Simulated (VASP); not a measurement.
The system is Lu.

```
Lu
1.0
    -1.72454    1.72454    2.51752
     1.72454   -1.72454    2.51752
     1.72454    1.72454   -2.51752
Lu
1
Direct
  0.00000 0.00000 0.00000
```

The cell was built from a structure type or drawn by symmetry, and may not be a known phase.

```yaml
Program: VASP 6.6.1
Task: relaxation of cell and atoms
Functional: PBE
Potentials_or_basis: VASP PAW PBE potentials, release 64 (Lu)
Cutoff: 600 eV
k_mesh: 8 × 8 × 8
Occupations: gaussian, width 0.1 eV
Spin: no spin polarisation
```

At the start: pressure -1.3 GPa; volume 29.95 Å³/atom.

Q: How do energy, volume and symmetry change on relaxing?

A: Over 7 steps the energy falls by 8.3 meV/atom and the volume is 28.84 Å³/atom (-3.7 %); space group I4/mmm (No. 139, to 0.1 Å) before, Fm-3m (No. 225, to 0.1 Å).

The path:
| step | energy change (eV) | largest force (eV/Å) | pressure (GPa) | volume (Å³) |
| --- | --- | --- | --- | --- |
| 1 | 0.0000 | 0.0000 | -1.26 | 29.95 |
| 2 | -0.0073 | 0.0000 | -0.10 | 28.94 |
| 3 | -0.0076 | 0.0000 | 0.06 | 28.79 |
| 4 | -0.0075 | 0.0000 | 0.37 | 28.50 |
| 5 | -0.0076 | 0.0000 | 0.18 | 28.67 |
| 6 | -0.0082 | 0.0000 | 0.13 | 28.75 |
| 7 | -0.0083 | 0.0000 | 0.01 | 28.84 |

Final structure:
```yaml
crystal:
  lattice:
    - [-1.72190, 1.72190, 2.43165]
    - [1.72190, -1.72190, 2.43165]
    - [1.72190, 1.72190, -2.43165]
  atoms:
    - { symbol: Lu, position: [0.00000, 0.00000, 0.00000] }
```
